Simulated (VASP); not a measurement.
A run of VASP 6.6.1 is set up as follows.

The input INCAR:

```
ALGO = Normal
EDIFF = 1E-6
ENCUT = 520
GGA = CA
ISIF = 2
ISMEAR = -1
LASPH = True
LCHARG = False
LREAL = False
LWAVE = False
NBANDS = 11
NELM = 80
PREC = Accurate
SIGMA = 0.1
```

The input KPOINTS:

```
k-points
0
Gamma
  16 16 16
```

The input POSCAR:

```
Ba
1.0
    0.0000000000      2.6997027025      2.6997027025
    2.6997027025      0.0000000000      2.6997027025
    2.6997027025      2.6997027025      0.0000000000
Ba
1
Direct
    0.0000000000      0.0000000000      0.0000000000
```

Potentials or basis: VASP PAW LDA potentials, release 64 (Ba_sv).

Launch:

```sh
$ cat potpaw_LDA.64/Ba_sv/POTCAR > POTCAR
$ mpirun -np 1 vasp_std > vasp.out
```

Q: What does it give for the band gap on the k mesh?

A: Zero (bands 5 and 6 overlap by 1.22 eV).

Q: Estimate the pressure.

A: 4.6 GPa.

Caveat: the cell stands under pressure; spin-orbit coupling is left out, which moves the levels of the heavy elements.
